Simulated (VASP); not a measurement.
# CdF2 (Fm-3m) in VASP: density of states with PBE

Aim: the density of states of CdF2 with PBE.

Program: VASP 6.6.1. These are calculated values, not measurements. Logs are shortened: lines on timing, memory, paths and dates and some standing lists are left out, and cuts for length are marked.

## 1. The cell of the first run

The structure is cubic, space group Fm-3m (No. 225). The conventional cell has a = 5.481 Å, b = 5.481 Å, c = 5.481 Å, α = 90.00°, β = 90.00°, γ = 90.00°. Cd (site symmetry m-3m) has 8 F at 2.37 Å within 3.1 Å. Within 3.1 Å of F (site symmetry -43m) lie 4 Cd at 2.37 Å and 6 F at 2.74 Å.

## 2. Density of states, PBE

File POSCAR:

```
CdF2
1.0
    0.0000000000      2.7407038107      2.7407038107
    2.7407038107      0.0000000000      2.7407038107
    2.7407038107      2.7407038107      0.0000000000
Cd F
1 2
Direct
    0.0000000000      0.0000000000      0.0000000000
    0.2500000000      0.2500000000      0.2500000000
    0.7500000000      0.7500000000      0.7500000000
```

File INCAR.step1:

```
SYSTEM = CdF2
PREC = Accurate
ENCUT = 520
EDIFF = 1E-6
ISMEAR = 0
SIGMA = 0.05
LREAL = .FALSE.
LASPH = .TRUE.
NELM = 100
ALGO = Normal
ISIF = 2
LWAVE = .FALSE.
LCHARG = .TRUE.
GGA = PE
NBANDS = 20
```

File KPOINTS.step1:

```
regular mesh
0
G
  12 12 12
  0 0 0
```

File INCAR.step2:

```
SYSTEM = CdF2
PREC = Accurate
ENCUT = 520
EDIFF = 1E-6
ISMEAR = -5
SIGMA = 0.05
LREAL = .FALSE.
LASPH = .TRUE.
NELM = 100
ALGO = Normal
ISIF = 2
LWAVE = .FALSE.
LCHARG = .FALSE.
GGA = PE
LORBIT = 11
NBANDS = 20
NEDOS = 1001
ICHARG = 11
```

File KPOINTS.step2:

```
regular mesh
0
G
  18 18 18
  0 0 0
```

Potentials or basis: VASP PAW PBE potentials, release 64 (Cd, F).

Started as:

```
$ cat potpaw_PBE.64/Cd/POTCAR potpaw_PBE.64/F/POTCAR > POTCAR
$ cp INCAR.step1 INCAR
$ cp KPOINTS.step1 KPOINTS
$ mpirun -np 1 vasp_std > vasp.out
$ cp INCAR.step2 INCAR
$ cp KPOINTS.step2 KPOINTS
$ mpirun -np 1 vasp_std > vasp.out
```

OUTCAR:

```text
SYSTEM = CdF2
   PREC = Accurate
   ENCUT = 520
   EDIFF = 1E-6
   ISMEAR = -5
   LREAL = .FALSE.
   LASPH = .TRUE.
   NELM = 100
   ISIF = 2
   GGA = PE
   LORBIT = 11
   ICHARG = 11

 ion  position               nearest neighbor table
   1  0.000  0.000  0.000-   2 2.37   3 2.37   3 2.37   3 2.37   3 2.37   2 2.37   2 2.37   2 2.37

   2  0.250  0.250  0.250-   1 2.37   1 2.37   1 2.37   1 2.37
   3  0.750  0.750  0.750-   1 2.37   1 2.37   1 2.37   1 2.37

  LATTYP: Found a face centered cubic cell.
 ALAT       =     5.4814076214

  Lattice vectors:

 A1 = (   0.0000000000,   2.7407038107,   2.7407038107)
 A2 = (   2.7407038107,   0.0000000000,   2.7407038107)
 A3 = (   2.7407038107,   2.7407038107,   0.0000000000)

Analysis of symmetry for initial positions (statically):
=====================================================================
 Subroutine PRICEL returns:
 Original cell was already a primitive cell.

 Routine SETGRP: Setting up the symmetry group for a
 face centered cubic supercell.

 Subroutine GETGRP returns: Found 48 space group operations
 (whereof 48 operations were pure point group operations)
 out of a pool of 48 trial point group operations.

The static configuration has the point symmetry O_h .

Analysis of symmetry for dynamics (positions and initial velocities):
=====================================================================
 Subroutine PRICEL returns:
 Original cell was already a primitive cell.

 Routine SETGRP: Setting up the symmetry group for a
 face centered cubic supercell.

 Subroutine GETGRP returns: Found 48 space group operations
 (whereof 48 operations were pure point group operations)
 out of a pool of 48 trial point group operations.

The dynamic configuration has the point symmetry O_h .

 Subroutine INISYM returns: Found 48 space group operations
 (whereof 48 operations are pure point group operations),
 and found     1 'primitive' translations

----------------------------------------------------------------------------------------

                                     Primitive cell

  volume of cell :      41.1734

  direct lattice vectors                    reciprocal lattice vectors
     0.000000000  2.740703811  2.740703811    -0.182434891  0.182434891  0.182434891
     2.740703811  0.000000000  2.740703811     0.182434891 -0.182434891  0.182434891
     2.740703811  2.740703811  0.000000000     0.182434891  0.182434891 -0.182434891

  length of vectors
[... 93 lines left out ...]
   ISYM   =      2    0-nonsym 1-usesym 2-fastsym
   POTIM  = 0.5000    time-step for ionic-motion
   TEBEG  =    0.0;   TEEND  =   0.0 temperature during run
   PSTRESS=    0.0 pullay stress
   NELECT =      26.0000    total number of electrons
   NUPDOWN=      -1.0000    fix difference up-down
   EMIN   =  10.00;   EMAX   =-10.00  energy-range for DOS
   EFERMI =   0.00;   METHOD = LEGACY
   ISMEAR =    -5;   SIGMA  =   0.05  broadening in eV -4-tet -1-fermi 0-gaus
   EFERMI_NEDOS =   21; number of points for ismear=-14 and -15
   IALGO  =     38    algorithm
   IMIX   =      4    mixing-type and parameters
     AMIX     =   0.40;   BMIX     =  1.00
     AMIX_MAG =   1.60;   BMIX_MAG =  1.00
  volume/ion in A,a.u.               =      13.72        92.62
  Fermi-wavevector in a.u.,A,eV,Ry     =   1.404518  2.654153 26.839800  1.972670
  Thomas-Fermi vector in A             =   2.527071
   LORBIT       =     11    0 simple, 1 ext, 2 COOP (PROOUT), +10 PAW based schemes
   GGA     = PE    functional components
   LHFCALC =     F    Hartree Fock is set to
   AEXX    =    0.0000 exact exchange contribution
   IVDW    =     0    specifies the selected vdW correction
   LEPSILON=     F    determine dielectric tensor
   LRPA    =     F    only Hartree local field effects (RPA)
 non-spin polarized calculation
 Fermi weights with tetrahedron method with Bloechl corrections
  energy-cutoff  :      520.00
  volume of cell :       41.17
 maximum number of plane-waves:      1125
 NGX is ok and might be reduce to    30

 number of electron      25.9999995 magnetization

 Free energy of the ion-electron system (eV)
  ---------------------------------------------------
  ext. energy  EPLUGINS =         0.00000000
  ---------------------------------------------------
  free energy    TOTEN  =       -10.90544274 eV

  energy without entropy =      -10.90544274  energy(sigma->0) =      -10.90544274

 E-fermi :  -1.6708     XC(G=0): -10.1345

 val. band max:       -1.6869576524   @ k =  -0.2778   0.5000   0.2222
 cond. band min:       1.2016369718   @ k =   0.0000   0.0000   0.0000
 fundamental gap:      2.8885946241
 Fermi energy:        -1.6708276980

 k-point     1 :       0.0000    0.0000    0.0000
  band No.  band energies     occupation
      1     -22.2162      2.00000
      2     -21.2485      2.00000
      3      -7.1678      2.00000
      4      -7.1678      2.00000
      5      -7.1678      2.00000
      6      -6.1637      2.00000
[... 541 lines left out ...]
     19      16.6204      0.00000
     20      17.8501      0.00000

 [... further k-points ...]

------------------------ aborting loop because EDIFF is reached ----------------------------------------

  FORCE on cell =-STRESS in cart. coord.  units (eV):
  Direction    XX          YY          ZZ          XY          YZ          ZX
  --------------------------------------------------------------------------------------
  -------------------------------------------------------------------------------------
  Total        0.1307343      0.1307343      0.1307343      0.0000000      0.0000000     -0.0000000
  in kB        5.0872589      5.0872589      5.0872589      0.0000000      0.0000000     -0.0000000
  external PRESSURE =       5.0872589 kB  Pullay stress =       0.0000000 kB

 VOLUME and BASIS-vectors are now :
 -----------------------------------------------------------------------------
  energy-cutoff  :      520.00
  volume of cell :       41.17
      direct lattice vectors                 reciprocal lattice vectors
     0.000000000  2.740703811  2.740703811    -0.182434891  0.182434891  0.182434891
     2.740703811  0.000000000  2.740703811     0.182434891 -0.182434891  0.182434891
     2.740703811  2.740703811  0.000000000     0.182434891  0.182434891 -0.182434891

 POSITION                                       TOTAL-FORCE (eV/Angst)
 -----------------------------------------------------------------------------------
      0.00000      0.00000      0.00000         0.000000      0.000000      0.000000
      1.37035      1.37035      1.37035        -0.000000     -0.000000     -0.000000
      4.11106      4.11106      4.11106         0.000000      0.000000      0.000000
 -----------------------------------------------------------------------------------
    total drift:                                0.000000     -0.000000      0.000000

  FREE ENERGIE OF THE ION-ELECTRON SYSTEM (eV)
  ---------------------------------------------------
  free  energy   TOTEN  =       -10.9054427435 eV

  energy  without entropy=      -10.9054427435  energy(sigma->0) =      -10.90544274

 total charge

# of ion       s       p       d       tot
------------------------------------------
    1        0.223   0.177   9.679  10.079
    2        1.739   4.330   0.000   6.069
    3        1.739   4.330   0.000   6.069
--------------------------------------------------
tot          3.701   8.838   9.679  22.218
```

OUTCAR.step1:

```text
SYSTEM = CdF2
   PREC = Accurate
   ENCUT = 520
   EDIFF = 1E-6
   ISMEAR = 0
   LREAL = .FALSE.
   LASPH = .TRUE.
   NELM = 100
[... 777 lines left out ...]
      0.00000      0.00000      0.00000         0.000000      0.000000      0.000000
      1.37035      1.37035      1.37035         0.000000     -0.000000     -0.000000
      4.11106      4.11106      4.11106        -0.000000      0.000000      0.000000
 -----------------------------------------------------------------------------------
    total drift:                                0.000000     -0.000000      0.000000

  FREE ENERGIE OF THE ION-ELECTRON SYSTEM (eV)
  ---------------------------------------------------
  free  energy   TOTEN  =       -10.9052542687 eV

  energy  without entropy=      -10.9052542687  energy(sigma->0) =      -10.90525427
```

It took 63 s on 1 thread of Intel Xeon 6975P-C (Granite Rapids), shared host; peak memory 0.26 GiB.

What came out:

```yaml
Valence_electrons_inside_the_program's_atomic_spheres: Cd 10.08; F 6.07
```
